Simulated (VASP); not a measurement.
The system is K2H3Au.

```
K H Au
1.0
     4.34762    0.00000    0.00000
    -2.17381    3.76515    0.00000
     0.00000    0.00000    7.63439
K H Au
2 3 1
Direct
  0.66667 0.33333 0.18576
  0.33333 0.66667 0.81424
  0.66667 0.33333 0.85048
  0.33333 0.66667 0.14952
  0.00000 0.00000 0.00000
  0.00000 0.00000 0.50000
```

| Item | Value |
| --- | --- |
| Program | VASP 6.6.1 |
| Task | relaxation of cell and atoms |
| Functional | PBEsol |
| Potentials or basis | VASP PAW PBE potentials, release 64 (K_sv, H, Au) |
| Cutoff | 600 eV |
| k mesh | 6 × 6 × 4 |
| Occupations | fermi-dirac, width 0.03 eV |
| Spin | no spin polarisation |

At the start: pressure -0.1 GPa; volume 20.83 Å³/atom.

Question: Where does the relaxation end?

Answer: Over 30 steps the energy falls by 122.7 meV/atom and the volume is 16.21 Å³/atom (-22.2 %); space group P-3m1 (No. 164, to 0.1 Å) before and after.

Step by step:
```csv
step,energy change (eV),largest force (eV/Å),pressure (GPa),volume (Å³)
1,0.0000,0.4453,-0.15,124.97
2,-0.0220,0.4009,-0.17,124.63
3,-0.0727,0.2822,-0.20,123.57
4,-0.1150,0.3227,-0.08,121.38
5,-0.1482,0.3401,-0.02,120.44
6,-0.2245,0.3403,0.28,117.66
7,-0.1322,0.8798,1.88,112.24
8,-0.2379,0.3225,0.49,116.48
9,-0.2729,0.2933,0.28,117.30
10,-0.3534,0.2872,-0.34,119.75
11,-0.4022,0.4396,-1.22,124.57
12,-0.4473,0.4254,-1.10,122.15
13,-0.4980,0.3318,-0.76,117.33
14,-0.5421,0.2600,-0.61,114.63
15,-0.6181,0.0866,-0.04,107.07
16,-0.6438,0.1055,2.17,92.64
17,-0.6512,0.0798,0.90,98.93
18,-0.6953,0.1155,-0.21,100.38
19,-0.7072,0.1469,-0.77,101.24
20,-0.7082,0.1514,-0.94,101.52
21,-0.7220,0.1380,-0.49,98.54
22,-0.7240,0.0917,-0.61,99.21
23,-0.7332,0.0655,0.13,96.68
24,-0.7332,0.0642,0.13,96.66
25,-0.7350,0.0419,0.09,96.88
26,-0.7356,0.0344,0.03,97.11
27,-0.7361,0.0163,-0.01,97.31
28,-0.7362,0.0016,-0.03,97.48
29,-0.7362,0.0031,-0.04,97.46
30,-0.7362,0.0046,0.05,97.28
```

Final structure:
```cif
data_structure
_symmetry_space_group_name_H-M 'P 1'
_symmetry_Int_Tables_number 1
_cell_length_a 3.4640
_cell_length_b 3.4640
_cell_length_c 9.3618
_cell_angle_alpha 90.000
_cell_angle_beta 90.000
_cell_angle_gamma 120.000
_cell_volume 97.28
loop_
_atom_site_label
_atom_site_type_symbol
_atom_site_fract_x
_atom_site_fract_y
_atom_site_fract_z
_atom_site_occupancy
K1 K 0.66667 0.33333 0.21868 1
K2 K 0.33333 0.66667 0.78132 1
H1 H 0.66667 0.33333 0.93799 1
H2 H 0.33333 0.66667 0.06201 1
H3 H 0.00000 0.00000 0.00000 1
Au1 Au 0.00000 0.00000 0.50000 1
```

Caveat: the volume moved by over 15 % at a fixed basis, so the end points are rough; the PAW data sets were made with another functional, which shifts forces and pressure a little.
